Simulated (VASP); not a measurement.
Set up this calculation in VASP 6.6.1, as the native input.

```
Task                   : single point
Functional             : PBE
Potentials or basis    : VASP PAW PBE potentials, release 64 (Sb)
Cutoff                 : 520 eV
k mesh                 : 10 × 10 × 10
Occupations            : fermi-dirac, width 0.05 eV
Spin                   : no spin polarisation
Dipole correction      : no
Further INCAR settings : ALGO = Normal; EDIFF = 1e-07; NBANDS = 8
```

The structure of Sb lies in POSCAR:

```
Sb
1.0
    0.0000000000      2.3391947752      2.3391947752
    2.3391947752      0.0000000000      2.3391947752
    2.3391947752      2.3391947752      0.0000000000
Sb
1
Direct
    0.0000000000      0.0000000000      0.0000000000
```

The input as run:

INCAR

```
PREC = Accurate
ENCUT = 520
EDIFF = 1E-7
ISMEAR = -1
SIGMA = 0.05
LREAL = False
LASPH = True
NELM = 60
ALGO = Normal
ISIF = 2
LWAVE = False
LCHARG = False
GGA = PE
NBANDS = 8
```

KPOINTS

```
regular mesh
0
Gamma
  10 10 10
```

Potentials or basis: VASP PAW PBE potentials, release 64 (Sb).

Launch:

```console
$ cat potpaw_PBE.64/Sb/POTCAR > POTCAR
$ mpirun -np 1 vasp_std > vasp.out
```

Results of the run:

```
Pressure : 4.5 GPa
```

It took 13 s on 1 thread of AMD EPYC 7R43 64-Core Processor (Zen 3), on a shared host, peak memory 0.12 GiB.
